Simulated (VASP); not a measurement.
K8Mg7SiF24 (a cell with a defect), 40 atoms in the cell. The cell holds a defect, 40 atoms: a = 7.983 Å, b = 7.983 Å, c = 7.983 Å, α = 90.00°, β = 90.00°, γ = 90.00°. 

* Program: VASP 6.6.1
* Task: single point
* Functional: PBEsol
* Potentials or basis: VASP PAW PBE potentials, release 64 (K_sv, Si, Mg, F)
* Cutoff: 520 eV
* k mesh: 1 × 1 × 1, shifted
* Occupations: fermi-dirac, width 0.05 eV
* Spin: no spin polarisation
* Dipole correction: no
* Further INCAR settings: LREAL = Auto; ALGO = Normal; EDIFF = 1e-06; NBANDS = 155; ISYM = 0

Potentials or basis: VASP PAW PBE potentials, release 64 (K_sv, Si, Mg, F).

Run with:

```bash
$ cat potpaw_PBE.64/K_sv/POTCAR potpaw_PBE.64/Si/POTCAR potpaw_PBE.64/Mg/POTCAR potpaw_PBE.64/F/POTCAR > POTCAR
$ mpirun -np 1 vasp_std > vasp.out
```

Hardware: 1 thread of Intel(R) Xeon(R) Platinum 8259CL CPU @ 2.50GHz (Skylake/Cascade Lake) (shared host).

Problem. How long does it take, and how much memory?

Solution. Wall time 13 min on 1 thread of Intel(R) Xeon(R) Platinum 8259CL CPU @ 2.50GHz (Skylake/Cascade Lake), with other jobs on the host, peak memory 0.6 GiB. Counts: scf iterations 17, k points 4.
